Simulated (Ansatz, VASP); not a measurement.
# As: VASP beside Ansatz

```xyz
2
Lattice="0.0000 3.0436 3.5318 2.3387 0.0000 3.5318 2.3387 3.0436 0.0000" Properties=species:S:1:pos:R:3 pbc="T T T"
As    0.0000    0.0000    0.0000
As    1.1693    1.5218    1.7659
```

Alike in both runs: functional PBE; k mesh 16 × 16 × 16; occupations gaussian, width 0.1 eV; no spin polarisation.

Ansatz relaxed the structure, and its values are those at the end. VASP's run is a single point on that final structure, the one shown.

```csv
,VASP,Ansatz
version,VASP 6.6.1,Ansatz 0.2.0
potentials or method,"VASP PAW PBE potentials, release 64 (As), cutoff 500 eV","scalar-relativistic, plane waves, PAW"
valence electrons in the cell,10,30
```

|  | VASP | Ansatz | Ansatz less VASP |
| --- | --- | --- | --- |
| gap on the k mesh at the Fermi level (eV) | none | none | - |
| pressure (GPa) | 0.1 | 0.0 | -0.14 |

A gap of «none» marks a metal or a gap that the smearing closes. VASP's potentials hold 10 valence electrons a cell and Ansatz's 30, so a difference there can come from the potentials and not from the codes.
